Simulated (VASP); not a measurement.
# Rh: single point with r2SCAN+D4

The system is Rh.

```
Rh
1.0
     0.00000    1.89385    1.89385
     1.89385    0.00000    1.89385
     1.89385    1.89385    0.00000
Rh
1
Direct
  0.00000 0.00000 0.00000
```

| Quantity | Value |
| --- | --- |
| Program | VASP 6.6.1 |
| Task | single point |
| Functional | r2SCAN |
| Dispersion | D4 |
| Potentials or basis | VASP PAW PBE potentials, release 64 (Rh_pv) |
| Cutoff | 520 eV |
| k mesh | 12 × 12 × 12 |
| Occupations | fermi-dirac, width 0.05 eV |
| Spin | no spin polarisation |
| Dipole correction | no |
| Further INCAR settings | ALGO = Normal; EDIFF = 1e-07; NBANDS = 14 |

- Pressure: 1.2 GPa
- Dispersion energy per atom: -0.284 eV

Levels at points of the mesh, in eV from the Fermi level:
```csv
k point,band 4,band 5,band 6,band 7,band 8,band 9,band 10,band 11
"(0.00, 0.00, 0.00)",-8.29,-3.25,-3.25,-3.25,-1.11,-1.11,16.70,17.31
"(0.50, 0.00, 0.00)",-6.46,-3.37,-3.37,0.58,0.58,0.88,9.20,16.26
"(0.50, 0.50, 0.00)",-6.69,-6.31,0.50,1.04,1.04,3.49,13.01,14.07
```

Run time: 32 s on 1 thread of AMD EPYC 9R45 (Zen 5) (shared host), peak memory 0.1 GiB.

Caveat: the PAW data sets were made with another functional, which shifts forces and pressure a little; pairwise dispersion overbinds metals, which lowers pressure and volume.
